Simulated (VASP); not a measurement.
AlNi3: single point with r2SCAN

Crystal: AlNi3.

```
CELL_PARAMETERS angstrom
3.54639 0.00000 0.00000
0.00000 3.54639 0.00000
0.00000 0.00000 3.54639
ATOMIC_POSITIONS crystal
Ni 0.50000 0.50000 0.00000
Ni 0.50000 0.00000 0.50000
Ni 0.00000 0.50000 0.50000
Al 0.00000 0.00000 0.00000
```

```json
{
  "Program": "VASP 6.6.1",
  "Task": "single point",
  "Functional": "r2SCAN",
  "Potentials or basis": "VASP PAW PBE potentials, release 64 (Ni, Al)",
  "Cutoff": "520 eV",
  "k mesh": "8 × 8 × 8",
  "Occupations": "fermi-dirac, width 0.05 eV",
  "Spin": "collinear spin, ferromagnetic start",
  "Starting moments": "[1.0, 1.0, 1.0, 0.0] μB"
}
```

```
Pressure                                              : -3.1 GPa
Net moment                                            : 0.85 μB per cell
Site moments                                          : Ni +0.32; Al -0.02 μB
Valence electrons inside the program's atomic spheres : Ni 9.45; Al 0.82
```

Levels at points of the mesh, in eV from the Fermi level:
Spin up:
| k point | band 13 | band 14 | band 15 | band 16 | band 17 | band 18 | band 19 | band 20 | band 21 | band 22 |
| --- | --- | --- | --- | --- | --- | --- | --- | --- | --- | --- |
| (0.00, 0.00, 0.00) | -0.52 | -0.41 | -0.41 | -0.41 | 0.88 | 0.88 | 0.88 | 6.71 | 6.71 | 7.77 |
| (0.50, 0.00, 0.00) | -1.53 | -1.44 | -1.31 | -0.79 | -0.41 | 5.71 | 5.71 | 5.77 | 5.77 | 6.55 |
| (0.50, 0.50, 0.00) | -1.59 | -1.44 | -1.33 | -1.23 | -0.79 | 0.62 | 0.62 | 8.47 | 8.47 | 8.54 |
| (0.50, 0.50, 0.50) | -1.59 | -1.34 | -1.34 | -0.56 | -0.56 | -0.56 | -0.26 | 3.61 | 4.08 | 4.08 |
Spin down:
```csv
k point,band 12,band 13,band 14,band 15,band 16,band 17,band 18,band 19,band 20,band 21
"(0.00, 0.00, 0.00)",-0.65,-0.03,0.48,0.48,0.48,0.69,0.69,0.69,6.86,6.86
"(0.50, 0.00, 0.00)",-1.30,-0.96,-0.93,-0.93,-0.52,0.49,5.77,5.77,5.78,5.78
"(0.50, 0.50, 0.00)",-1.36,-1.35,-1.25,-0.93,-0.59,-0.48,1.17,1.17,8.49,8.49
"(0.50, 0.50, 0.50)",-1.44,-1.44,-1.04,-1.04,-0.42,0.18,0.18,0.18,3.75,4.45
```

Run time: 3.9 min on 1 thread of Intel(R) Xeon(R) Platinum 8259CL CPU @ 2.50GHz (Skylake/Cascade Lake), with other jobs on the host, peak memory 0.22 GiB.

Caveat: the PAW data sets were made with another functional, which shifts forces and pressure a little.
